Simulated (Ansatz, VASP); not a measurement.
# BN: VASP beside Ansatz

```
B N
1.0
     2.48835    0.00000    0.00000
    -1.24418    2.15498    0.00000
     0.00000    0.00000    6.49527
B N
2 2
Direct
  0.33333 0.66667 0.25000
  0.66667 0.33333 0.75000
  0.33333 0.66667 0.75000
  0.66667 0.33333 0.25000
```

Alike in both runs: functional LDA; k mesh 12 × 12 × 4; occupations gaussian, width 0.02 eV; no spin polarisation.

Ansatz relaxed the structure, and its values are those at the end. VASP's run is a single point on that final structure, the one shown.

|  | VASP | Ansatz |
| --- | --- | --- |
| version | VASP 6.6.1 | Ansatz 0.2.0 |
| potentials or method | VASP PAW LDA potentials, release 64 (B, N), cutoff 520 eV | scalar-relativistic, plane waves, PAW |
| valence electrons in the cell | 16 | 16 |

|  | VASP | Ansatz | Ansatz less VASP |
| --- | --- | --- | --- |
| gap on the k mesh at the Fermi level (eV) | 4.05 | 4.07 | +0.012 |
| least direct gap on the mesh (eV) | 4.47 | 4.48 | +0.012 |
| pressure (GPa) | 0.6 | 0.0 | -0.61 |

Ansatz warns that its potentials were made for another functional, while VASP's fit it. LDA's correlation is that of Perdew and Zunger in VASP and of Perdew and Wang (1992) in Ansatz.
